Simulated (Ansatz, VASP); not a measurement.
# One calculation of AlN, two programs

```xyz
2
Lattice="0.0000 2.2447 2.2447 2.2447 0.0000 2.2447 2.2447 2.2447 0.0000" Properties=species:S:1:pos:R:3 pbc="T T T"
Al    0.0000    0.0000    0.0000
N     1.1224    1.1224    1.1224
```

Alike in both runs: task single point; functional PBE; k mesh 8 × 8 × 8; no spin polarisation.

|  | VASP | Ansatz |
| --- | --- | --- |
| version | VASP 6.6.1 | Ansatz 0.2.0 |
| potentials or method | VASP PAW PBE potentials, release 64 (Al, N) | plane waves, PAW |
| plane-wave cutoff (eV) | 520 | 420 |
| occupations | gaussian, width 0.01 eV | fixed |
| valence electrons in the cell | 8 | 8 |

```csv
,VASP,Ansatz,Ansatz less VASP
gap on the k mesh at the Fermi level (eV),3.27,3.28,+0.007
pressure (GPa),-10.3,-10.0,+0.27
```
